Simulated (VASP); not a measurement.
Write the native input for VASP 6.6.1 that does the following.

| Property | Result |
| --- | --- |
| Task | single point |
| Functional | PBE |
| Potentials or basis | VASP PAW PBE potentials, release 64 (Ba_sv, S) |
| Cutoff | 520 eV |
| k mesh | 8 × 8 × 8 |
| Occupations | gaussian, width 0.05 eV |
| Spin | no spin polarisation |
| Dipole correction | no |
| Further INCAR settings | ALGO = Normal; EDIFF = 1e-06; NBANDS = 15 |

The structure of BaS lies in POSCAR:

```
BaS
1.0
    0.0000000000      3.5181767076      3.5181767076
    3.5181767076      0.0000000000      3.5181767076
    3.5181767076      3.5181767076      0.0000000000
Ba S
1 1
Direct
    0.0000000000      0.0000000000      0.0000000000
    0.2500000000      0.2500000000      0.2500000000
```

The input as run:

INCAR

```
ALGO     = Normal         # electronic algorithm
EDIFF    = 1E-6           # SCF threshold, eV
ENCUT    = 520            # plane-wave cutoff, eV
GGA      = PE             # functional
ISIF     = 2              # what is computed and relaxed
ISMEAR   = 0              # smearing method
LASPH    = T              # aspherical terms in the spheres
LCHARG   = F              # write CHGCAR
LREAL    = F              # projectors in reciprocal space
LWAVE    = F              # write WAVECAR
NBANDS   = 15             # bands
NELM     = 100            # most SCF steps
PREC     = Accurate       # precision mode
SIGMA    = 0.05           # smearing width, eV
```

KPOINTS

```
k-points
0
Gamma
  8 8 8
```

Potentials or basis: VASP PAW PBE potentials, release 64 (Ba_sv, S).

Command:

```sh
$ cat potpaw_PBE.64/Ba_sv/POTCAR potpaw_PBE.64/S/POTCAR > POTCAR
$ mpirun -np 1 vasp_std > vasp.out
```

Results of the run:

```yaml
Pressure: 0.4 GPa
Band_gap_on_the_k_mesh: 2.76 eV (least direct gap 3.41 eV)
```

Caveat: spin-orbit coupling is left out, which moves the levels of the heavy elements.

Wall time 19 s on 1 thread of Intel(R) Xeon(R) 6975P-C (Granite Rapids), on a shared host, peak memory 0.25 GiB.
